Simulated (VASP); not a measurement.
## GaN: single point with LDA

The system is GaN.

```
Ga N
1.0
     4.72770   -2.72954    5.13848
     0.00000    5.45908    5.13848
    -4.72770   -2.72954    5.13848
Ga N
18 18
Direct
  0.61088 0.27754 0.61088
  0.27754 0.61088 0.61088
  0.94421 0.27754 0.27754
  0.27754 0.27754 0.94421
  0.61088 0.61088 0.27754
  0.94421 0.94421 0.61088
  0.27754 0.94421 0.27754
  0.94421 0.61088 0.94421
  0.61088 0.94421 0.94421
  0.55532 0.55532 0.88865
  0.22199 0.88865 0.88865
  0.88865 0.55532 0.55532
  0.22199 0.55532 0.22199
  0.55532 0.88865 0.55532
  0.88865 0.22199 0.88865
  0.22199 0.22199 0.55532
  0.88865 0.88865 0.22199
  0.55532 0.22199 0.22199
  0.73635 0.40301 0.73635
  0.40301 0.73635 0.73635
  0.06968 0.40301 0.40301
  0.40301 0.40301 0.06968
  0.73635 0.73635 0.40301
  0.06968 0.06968 0.73635
  0.40301 0.06968 0.40301
  0.06968 0.73635 0.06968
  0.73635 0.06968 0.06968
  0.34746 0.34746 0.68079
  0.01412 0.68079 0.68079
  0.68079 0.34746 0.34746
  0.01412 0.34746 0.01412
  0.34746 0.68079 0.34746
  0.68079 0.01412 0.68079
  0.01412 0.01412 0.34746
  0.68079 0.68079 0.01412
  0.34746 0.01412 0.01412
```

* Program: VASP 6.6.1
* Task: single point
* Functional: LDA
* Potentials or basis: VASP PAW LDA potentials, release 64 (Ga_d, N)
* Cutoff: 520 eV
* k mesh: 2 × 2 × 2, shifted
* Occupations: gaussian, width 0.01 eV
* Spin: no spin polarisation
* Dipole correction: no
* Further INCAR settings: LREAL = Auto; ALGO = Normal; EDIFF = 1e-06; NBANDS = 186

```json
{
 "Pressure": "1.1 GPa",
 "Largest force": "0.004 eV/Å",
 "Band gap on the k mesh": "3.46 eV"
}
```

Forces on the atoms (eV/Å):
```
Ga   0.000  0.000  0.002
Ga   0.000  0.000  0.002
Ga   0.000  0.000  0.002
Ga   0.000  0.000  0.002
Ga   0.000  0.000  0.002
Ga   0.000  0.000  0.002
Ga   0.000  0.000  0.002
Ga   0.000  0.000  0.002
Ga   0.000  0.000  0.002
Ga   0.000  0.000  0.002
Ga   0.000  0.000  0.002
Ga   0.000  0.000  0.002
Ga   0.000  0.000  0.002
Ga   0.000  0.000  0.002
Ga   0.000  0.000  0.002
Ga   0.000  0.000  0.002
Ga   0.000  0.000  0.002
Ga   0.000  0.000  0.002
N    0.000  0.000 -0.004
N    0.000  0.000 -0.004
N    0.000  0.000 -0.004
N    0.000  0.000 -0.004
N    0.000  0.000 -0.004
N    0.000  0.000 -0.004
N    0.000  0.000 -0.004
N    0.000  0.000 -0.004
N    0.000  0.000 -0.004
N    0.000  0.000 -0.001
N    0.000  0.000 -0.001
N    0.000  0.000 -0.001
N    0.000  0.000 -0.001
N    0.000  0.000 -0.001
N    0.000  0.000 -0.001
N    0.000  0.000 -0.001
N    0.000  0.000 -0.001
N    0.000  0.000 -0.001
```

Levels at points of the mesh, in eV from the valence-band top:
| k point | band 159 | band 160 | band 161 | band 162 | band 163 | band 164 | band 165 | band 166 |
| --- | --- | --- | --- | --- | --- | --- | --- | --- |
| (0.25, 0.25, 0.25) | -0.66 | -0.66 | 0.00 | 0.00 | 3.46 | 4.66 | 4.75 | 4.75 |

It took 7.6 min on 1 thread of Intel(R) Xeon(R) Platinum 8259CL CPU @ 2.50GHz (Skylake/Cascade Lake), on a shared host, peak memory 0.38 GiB.

A k mesh can miss the band edges. Expect the measured gap to be larger: semilocal functionals such as LDA lack the derivative discontinuity.
